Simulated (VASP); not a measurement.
# In3As (Pm-3m) in VASP: settings compared

In3As is run at these levels: LDA, revPBE+D3(BJ), RPBE, r2SCAN+D4; tasks: single point, relaxation of cell and atoms.

All numbers are computed with VASP 6.6.1; they aren't measurements. Logs are shortened: lines on timing, memory, paths and dates and some standing lists are left out, and cuts for length are marked.

## 1. The cell of the first run

Symmetry: Pm-3m, No. 221, cubic system. The conventional cell has a = 4.515 Å, b = 4.515 Å, c = 4.515 Å, α = 90.00°, β = 90.00°, γ = 90.00°. In (site symmetry 4/mmm) has 8 In at 3.19 Å and 4 As at 3.19 Å within 4.2 Å. Within 4.2 Å of As (site symmetry m-3m) lie 12 In at 3.19 Å.

## 2. Single point, LDA

INCAR

```
SYSTEM = In3As
  ALGO = Normal
  EDIFF = 1E-7
  ENCUT = 520
  ISIF = 2
  ISMEAR = -1
  LASPH = .TRUE.
  LCHARG = .FALSE.
  LREAL = .FALSE.
  LWAVE = .FALSE.
  NBANDS = 30
  NELM = 60
  PREC = Accurate
  SIGMA = 0.01
```

KPOINTS

```
k-points
0
G
  4 4 4
  0 0 0
```

POSCAR

```
In3As
1.0
    4.5152522018      0.0000000000      0.0000000000
    0.0000000000      4.5152522018      0.0000000000
    0.0000000000      0.0000000000      4.5152522018
In As
3 1
Direct
    0.0000000000      0.5000000000      0.5000000000
    0.5000000000      0.0000000000      0.5000000000
    0.5000000000      0.5000000000      0.0000000000
    0.0000000000      0.0000000000      0.0000000000
```

Potentials or basis: VASP PAW LDA potentials, release 64 (In_d, As).

On the command line:

```console
cat potpaw_LDA.64/In_d/POTCAR potpaw_LDA.64/As/POTCAR > POTCAR
mpirun -np 1 vasp_std > vasp.out
```

OUTCAR:

```text
SYSTEM = In3As
   EDIFF = 1E-7
   ENCUT = 520
   ISIF = 2
   ISMEAR = -1
   LASPH = .TRUE.
   LREAL = .FALSE.
   NELM = 60
   PREC = Accurate

 ion  position               nearest neighbor table
   1  0.000  0.500  0.500-   2 3.19   3 3.19   4 3.19   3 3.19   4 3.19   2 3.19   4 3.19   4 3.19
                             2 3.19   3 3.19   3 3.19   2 3.19
   2  0.500  0.000  0.500-   1 3.19   3 3.19   4 3.19   3 3.19   4 3.19   1 3.19   3 3.19   3 3.19
                             1 3.19   4 3.19   4 3.19   1 3.19
   3  0.500  0.500  0.000-   1 3.19   2 3.19   4 3.19   1 3.19   2 3.19   2 3.19   4 3.19   2 3.19
                             1 3.19   4 3.19   1 3.19   4 3.19
   4  0.000  0.000  0.000-   1 3.19   2 3.19   3 3.19   1 3.19   2 3.19   1 3.19   3 3.19   1 3.19
                             2 3.19   3 3.19   2 3.19   3 3.19

  LATTYP: Found a simple cubic cell.
 ALAT       =     4.5152522018

  Lattice vectors:

 A1 = (   4.5152522018,   0.0000000000,   0.0000000000)
 A2 = (   0.0000000000,   4.5152522018,   0.0000000000)
 A3 = (   0.0000000000,   0.0000000000,   4.5152522018)

Analysis of symmetry for initial positions (statically):
=====================================================================
 Subroutine PRICEL returns:
 Original cell was already a primitive cell.

 Routine SETGRP: Setting up the symmetry group for a
 simple cubic supercell.

 Subroutine GETGRP returns: Found 48 space group operations
 (whereof 48 operations were pure point group operations)
 out of a pool of 48 trial point group operations.

The static configuration has the point symmetry O_h .

Analysis of symmetry for dynamics (positions and initial velocities):
=====================================================================
 Subroutine PRICEL returns:
 Original cell was already a primitive cell.

 Routine SETGRP: Setting up the symmetry group for a
 simple cubic supercell.

 Subroutine GETGRP returns: Found 48 space group operations
 (whereof 48 operations were pure point group operations)
 out of a pool of 48 trial point group operations.

The dynamic configuration has the point symmetry O_h .

 Subroutine INISYM returns: Found 48 space group operations
 (whereof 48 operations are pure point group operations),
 and found     1 'primitive' translations

----------------------------------------------------------------------------------------

                                     Primitive cell

  volume of cell :      92.0547

  direct lattice vectors                    reciprocal lattice vectors
     4.515252202  0.000000000  0.000000000     0.221471571  0.000000000  0.000000000
     0.000000000  4.515252202  0.000000000     0.000000000  0.221471571  0.000000000
     0.000000000  0.000000000  4.515252202     0.000000000  0.000000000  0.221471571

  length of vectors
     4.515252202  4.515252202  4.515252202     0.221471571  0.221471571  0.221471571

  position of ions in fractional coordinates (direct lattice)
     0.000000000  0.500000000  0.500000000
     0.500000000  0.000000000  0.500000000
     0.500000000  0.500000000  0.000000000
     0.000000000  0.000000000  0.000000000

  ion indices of the primitive-cell ions
   primitive index   ion index
                 1           1
                 2           2
                 3           3
                 4           4

----------------------------------------------------------------------------------------

 KPOINTS: k-points

Automatic generation of k-mesh.
 Grid dimensions read from file:
 generate k-points for:    4    4    4

 Generating k-lattice:

  Cartesian coordinates                     Fractional coordinates (reciprocal lattice)
     0.055367893  0.000000000  0.000000000     0.250000000  0.000000000  0.000000000
     0.000000000  0.055367893  0.000000000     0.000000000  0.250000000  0.000000000
     0.000000000  0.000000000  0.055367893     0.000000000  0.000000000  0.250000000

  Length of vectors
     0.055367893  0.055367893  0.055367893

  Shift w.r.t. Gamma in fractional coordinates (k-lattice)
     0.000000000  0.000000000  0.000000000

 Subroutine IBZKPT returns following result:
 ===========================================

 Found     10 irreducible k-points:

 Following reciprocal coordinates:
            Coordinates               Weight
  0.000000  0.000000  0.000000      1.000000
  0.250000  0.000000  0.000000      6.000000
  0.500000  0.000000  0.000000      3.000000
  0.250000  0.250000  0.000000     12.000000
  0.500000  0.250000  0.000000     12.000000
  0.500000  0.500000  0.000000      3.000000
  0.250000  0.250000  0.250000      8.000000
  0.500000  0.250000  0.250000     12.000000
  0.500000  0.500000  0.250000      6.000000
  0.500000  0.500000  0.500000      1.000000
   k-points           NKPTS =     10   k-points in BZ     NKDIM =     10   number of bands    NBANDS=     30
   number of dos      NEDOS =    301   number of ions     NIONS =      4
   total plane-waves  NPLWV =  46656
   dimension x,y,z NGX =    36 NGY =   36 NGZ =   36
   dimension x,y,z NGXF=    72 NGYF=   72 NGZF=   72
   ions per type =               3   1
   NGX,Y,Z   is equivalent  to a cutoff of  13.25, 13.25, 13.25 a.u.
   NGXF,Y,Z  is equivalent  to a cutoff of  26.51, 26.51, 26.51 a.u.
 SYSTEM =  In3As
   PREC   = accura    normal or accurate (medium, high low for compatibility)
   ISTART =      0    job   : 0-new  1-cont  2-samecut
   ICHARG =      2    charge: 1-file 2-atom 10-const
   ISPIN  =      1    spin polarized calculation?
   LNONCOLLINEAR =      F non collinear calculations
   LSORBIT =      F    spin-orbit coupling
   LASPH  =      T    aspherical Exc in radial PAW
   ENCUT  =  520.0 eV  38.22 Ry    6.18 a.u.   8.40  8.40  8.40*2*pi/ulx,y,z
   NELM   =     60;   NELMIN=  2; NELMDL= -5     # of ELM steps
   EDIFF  = 0.1E-06   stopping-criterion for ELM
   LREAL  =      F    real-space projection
   EDIFFG = 0.1E-05   stopping-criterion for IOM
   NSW    =      0    number of steps for IOM
   IBRION =     -1    ionic relax: 0-MD 1-quasi-New 2-CG
   NFREE  =      0    steps in history (QN), initial steepest desc. (CG)
   ISIF   =      2    stress and relaxation
   ISYM   =      2    0-nonsym 1-usesym 2-fastsym
   POTIM  = 0.5000    time-step for ionic-motion
   TEBEG  =    0.0;   TEEND  =   0.0 temperature during run
   PSTRESS=    0.0 pullay stress
   NELECT =      44.0000    total number of electrons
   NUPDOWN=      -1.0000    fix difference up-down
   EMIN   =  10.00;   EMAX   =-10.00  energy-range for DOS
   EFERMI =   0.00;   METHOD = LEGACY
   ISMEAR =    -1;   SIGMA  =   0.01  broadening in eV -4-tet -1-fermi 0-gaus
   EFERMI_NEDOS =   21; number of points for ismear=-14 and -15
   IALGO  =     38    algorithm
   IMIX   =      4    mixing-type and parameters
     AMIX     =   0.40;   BMIX     =  1.00
     AMIX_MAG =   1.60;   BMIX_MAG =  1.00
  volume/ion in A,a.u.               =      23.01       155.30
  Fermi-wavevector in a.u.,A,eV,Ry     =   1.280001  2.418852 22.291827  1.638403
  Thomas-Fermi vector in A             =   2.412454
   LORBIT       =      0    0 simple, 1 ext, 2 COOP (PROOUT), +10 PAW based schemes
   GGA     = CA    functional components
   LHFCALC =     F    Hartree Fock is set to
   AEXX    =    0.0000 exact exchange contribution
   IVDW    =     0    specifies the selected vdW correction
   LEPSILON=     F    determine dielectric tensor
   LRPA    =     F    only Hartree local field effects (RPA)
 non-spin polarized calculation
  energy-cutoff  :      520.00
  volume of cell :       92.05
 maximum number of plane-waves:      2517
 NGX is ok and might be reduce to    36
   NGX = 17   NGY = 17   NGZ = 17

 number of electron      44.0000043 magnetization

 Free energy of the ion-electron system (eV)
  ---------------------------------------------------
  ext. energy  EPLUGINS =         0.00000000
  ---------------------------------------------------
  free energy    TOTEN  =       -14.68481638 eV

  energy without entropy =      -14.68261842  energy(sigma->0) =      -14.68371740

 E-fermi :   7.9436     XC(G=0): -10.8800

 val. band max:        7.9084875907   @ k =   0.2500   0.0000   0.0000
 cond. band min:       7.9596934783   @ k =   0.5000   0.2500   0.0000
 fundamental gap:      0.0512058876
 Fermi energy:         7.9435970810

 k-point     1 :       0.0000    0.0000    0.0000
  band No.  band energies     occupation
      1      -7.2343      2.00000
      2      -7.2010      2.00000
      3      -7.2010      2.00000
      4      -7.2010      2.00000
      5      -6.9883      2.00000
      6      -6.9883      2.00000
[... 22 lines left out ...]
     29      14.0326      0.00000
     30      15.1823      0.00000

 k-point     2 :       0.2500    0.0000    0.0000
  band No.  band energies     occupation
      1      -7.1855      2.00000
      2      -7.1551      2.00000
      3      -7.1145      2.00000
      4      -7.1145      2.00000
      5      -6.9758      2.00000
      6      -6.9275      2.00000
[... 22 lines left out ...]
     29      15.2102      0.00000
     30      15.4320      0.00000

 k-point     3 :       0.5000    0.0000    0.0000
  band No.  band energies     occupation
      1      -7.1688      2.00000
      2      -7.0417      2.00000
      3      -6.9452      2.00000
      4      -6.9296      2.00000
      5      -6.9296      2.00000
      6      -6.8563      2.00000
[... 22 lines left out ...]
     29      13.4513      0.00000
     30      14.2754      0.00000

 k-point     4 :       0.2500    0.2500    0.0000
  band No.  band energies     occupation
      1      -7.1276      2.00000
      2      -7.1183      2.00000
      3      -7.0724      2.00000
      4      -7.0451      2.00000
      5      -6.9455      2.00000
      6      -6.8870      2.00000
[... 22 lines left out ...]
     29      13.3751      0.00000
     30      13.9236      0.00000

 k-point     5 :       0.5000    0.2500    0.0000
  band No.  band energies     occupation
      1      -7.0932      2.00000
      2      -7.0180      2.00000
      3      -6.9898      2.00000
      4      -6.9298      2.00000
      5      -6.9239      2.00000
      6      -6.8559      2.00000
[... 22 lines left out ...]
     29      12.1413      0.00000
     30      14.8579      0.00000

 k-point     6 :       0.5000    0.5000    0.0000
  band No.  band energies     occupation
      1      -7.0254      2.00000
      2      -7.0254      2.00000
      3      -6.9668      2.00000
      4      -6.9317      2.00000
      5      -6.8801      2.00000
      6      -6.8541      2.00000
[... 22 lines left out ...]
     29      13.9287      0.00000
     30      15.8890      0.00000

 k-point     7 :       0.2500    0.2500    0.2500
  band No.  band energies     occupation
      1      -7.1401      2.00000
      2      -7.0581      2.00000
      3      -7.0581      2.00000
      4      -6.9865      2.00000
      5      -6.9435      2.00000
      6      -6.8885      2.00000
[... 22 lines left out ...]
     29      14.1079      0.00000
     30      15.6600      0.00000

 k-point     8 :       0.5000    0.2500    0.2500
  band No.  band energies     occupation
      1      -7.0890      2.00000
      2      -7.0452      2.00000
      3      -6.9958      2.00000
      4      -6.9626      2.00000
      5      -6.9608      2.00000
      6      -6.9568      2.00000
[... 22 lines left out ...]
     29      14.6397      0.00000
     30      14.9991      0.00000

 k-point     9 :       0.5000    0.5000    0.2500
  band No.  band energies     occupation
      1      -7.0918      2.00000
      2      -7.0372      2.00000
      3      -7.0372      2.00000
      4      -7.0300      2.00000
      5      -6.9585      2.00000
      6      -6.9585      2.00000
[... 22 lines left out ...]
     29      14.8963      0.00000
     30      16.3958      0.00000

 k-point    10 :       0.5000    0.5000    0.5000
  band No.  band energies     occupation
      1      -7.1753      2.00000
      2      -7.0719      2.00000
      3      -7.0719      2.00000
      4      -7.0719      2.00000
      5      -6.9842      2.00000
      6      -6.9842      2.00000
[... 22 lines left out ...]
     29      17.3524      0.00000
     30      17.3524      0.00000

------------------------ aborting loop because EDIFF is reached ----------------------------------------

  FORCE on cell =-STRESS in cart. coord.  units (eV):
  Direction    XX          YY          ZZ          XY          YZ          ZX
  --------------------------------------------------------------------------------------
  -------------------------------------------------------------------------------------
  Total        0.0436180      0.0436180      0.0436180      0.0000000      0.0000000     -0.0000000
  in kB        0.7591545      0.7591545      0.7591545      0.0000000      0.0000000     -0.0000000
  external PRESSURE =       0.7591545 kB  Pullay stress =       0.0000000 kB

 VOLUME and BASIS-vectors are now :
 -----------------------------------------------------------------------------
  energy-cutoff  :      520.00
  volume of cell :       92.05
      direct lattice vectors                 reciprocal lattice vectors
     4.515252202  0.000000000  0.000000000     0.221471571  0.000000000  0.000000000
     0.000000000  4.515252202  0.000000000     0.000000000  0.221471571  0.000000000
     0.000000000  0.000000000  4.515252202     0.000000000  0.000000000  0.221471571

 POSITION                                       TOTAL-FORCE (eV/Angst)
 -----------------------------------------------------------------------------------
      0.00000      2.25763      2.25763         0.000000      0.000000      0.000000
      2.25763      0.00000      2.25763         0.000000      0.000000      0.000000
      2.25763      2.25763      0.00000         0.000000      0.000000      0.000000
      0.00000      0.00000      0.00000         0.000000      0.000000      0.000000
 -----------------------------------------------------------------------------------
    total drift:                                0.000000      0.000000      0.000000

  FREE ENERGIE OF THE ION-ELECTRON SYSTEM (eV)
  ---------------------------------------------------
  free  energy   TOTEN  =       -14.6848163786 eV

  energy  without entropy=      -14.6826184169  energy(sigma->0) =      -14.68371740
```

Wall time 40 s (1 thread of Intel Xeon 8259CL, shared host); peak memory 0.18 GiB.

What came out:

```yaml
Free_energy: -14.6848 eV
Pressure: 0.1 GPa
Band_gap_on_the_k_mesh: zero (bands 22 and 23 overlap by 4.38 eV)
```

Levels at points of the mesh, in eV from the Fermi level:
```
           k point  band 20  band 21  band 22  band 23  band 24  band 25
(0.00, 0.00, 0.00)    -3.65    -2.18    -2.18     1.79     1.79     1.79
(0.50, 0.00, 0.00)    -2.19    -1.35    -0.58    -0.58    -0.38     0.98
(0.50, 0.50, 0.00)    -1.25    -0.85     0.23     0.23     1.54     1.54
(0.50, 0.50, 0.50)    -4.73    -4.73    -4.73    -4.16     4.73     4.73
```

Caveat: spin-orbit coupling is left out, which moves the levels of the heavy elements.

## 3. Single point, revPBE+D3(BJ)

This run uses another cell than the first one, of 23.83 Å³/atom.

INCAR

```
PREC = Accurate
ENCUT = 520
EDIFF = 1E-6
ISMEAR = -1
SIGMA = 0.01
LREAL = False
LASPH = True
NELM = 80
ALGO = Normal
ISIF = 2
LWAVE = False
LCHARG = False
GGA = RE
IVDW = 12
NBANDS = 30
```

KPOINTS

```
Automatic mesh
0
Gamma
  4 4 4
```

POSCAR

```
In3As
1.0
    4.5682786317      0.0000000000      0.0000000000
    0.0000000000      4.5682786317      0.0000000000
    0.0000000000      0.0000000000      4.5682786317
In As
3 1
Direct
    0.0000000000      0.5000000000      0.5000000000
    0.5000000000      0.0000000000      0.5000000000
    0.5000000000      0.5000000000      0.0000000000
    0.0000000000      0.0000000000      0.0000000000
```

Potentials or basis: VASP PAW PBE potentials, release 64 (In_d, As).

On the command line:

```console
cat potpaw_PBE.64/In_d/POTCAR potpaw_PBE.64/As/POTCAR > POTCAR
mpirun -np 1 vasp_std > vasp.out
```

Wall time 54 s (1 thread of Intel Xeon 8259CL, shared host); peak memory 0.21 GiB.

The run converged. Its results:

| Property | Result |
| --- | --- |
| Free energy | -13.3988 eV |
| Pressure | -0.1 GPa |
| Band gap on the k mesh | zero (bands 22 and 23 overlap by 4.25 eV) |
| Dispersion energy per atom | -0.687 eV |

Levels at points of the mesh, in eV from the Fermi level:
| k point | band 20 | band 21 | band 22 | band 23 | band 24 | band 25 |
| --- | --- | --- | --- | --- | --- | --- |
| (0.00, 0.00, 0.00) | -3.52 | -2.13 | -2.13 | 1.78 | 1.78 | 1.78 |
| (0.50, 0.00, 0.00) | -2.15 | -1.31 | -0.53 | -0.53 | -0.42 | 0.99 |
| (0.50, 0.50, 0.00) | -1.25 | -0.79 | 0.20 | 0.20 | 1.55 | 1.55 |
| (0.50, 0.50, 0.50) | -4.63 | -4.63 | -4.63 | -4.05 | 4.65 | 4.65 |

Caveat: the PAW data sets were made with another functional, which shifts forces and pressure a little; spin-orbit coupling is left out, which moves the levels of the heavy elements.

(Part 1 of 2 ends here.)

The gap in the log of VASP goes by the Fermi energy; the results here count the filled bands.